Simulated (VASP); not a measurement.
Runs of VASP 6.6.1 on MgS. The typed cell holds 2 atoms: a = 3.698 Å, b = 4.001 Å, c = 4.358 Å, α = 52.95°, β = 65.39°, γ = 58.75°. 

```tsv
share of exact exchange	gap on the mesh (eV)	pressure (GPa)	largest force (eV/Å)
0.4	4.42	2.9	1.75
0.3	(b)	3.3	1.76
0.25	3.78	(a)	1.76
0.5	4.87	(c)	1.75
```

Alike in all rows: task single point; level PBE-based screened hybrid; potentials or basis VASP PAW PBE potentials, release 64 (Mg, S); no spin polarisation; cell as given; k mesh 5 × 5 × 4; cutoff (eV) 520; smearing fermi-dirac 0.05 eV.

Problem. Estimate the missing entries.

Solution. (a) 3.5; (b) 3.99; (c) 2.5.

Caveats: all runs use coarse meshes; the PAW data sets were made with another functional, which shifts forces and pressure a little.

A k mesh can miss the band edges.
